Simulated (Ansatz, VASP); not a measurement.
Two plane-wave programs on ZnS

```
CELL_PARAMETERS angstrom
0.00000 -2.72156 -2.72156
0.00000 2.72156 -2.72156
5.44313 0.00000 0.00000
ATOMIC_POSITIONS crystal
Zn 0.48119 0.50089 0.50355
Zn 0.98119 0.00089 0.00355
S 0.98119 0.50089 0.25355
S 0.55642 0.99733 0.73936
```

Change from the starting cell: atom 4 moved 0.30 Å; relaxed back.

Alike in both runs: task relaxation of cell and atoms; functional PBE; k mesh 6 × 6 × 4; occupations gaussian, width 0.05 eV; no spin polarisation.

|  | VASP | Ansatz |
| --- | --- | --- |
| version | VASP 6.6.1 | Ansatz 0.2.0 |
| potentials or method | VASP PAW PBE potentials, release 64 (Zn, S), cutoff 600 eV | scalar-relativistic, plane waves, PAW |
| valence electrons in the cell | 36 | 36 |

VASP gave:

```
gap on the k mesh at the Fermi level, each at its own relaxed structure (eV) : 2.01
relaxed volume (Å³/atom)                                                     : 20.20
relaxed length of the cell vector where the two differ most in proportion (Å)              : 3.853
```

Q: Which values does Ansatz return?

A: gap on the k mesh at the Fermi level, each at its own relaxed structure (eV): 2.01; relaxed volume (Å³/atom): 20.17; relaxed length of the cell vector where the two differ most in proportion (Å): 3.849.
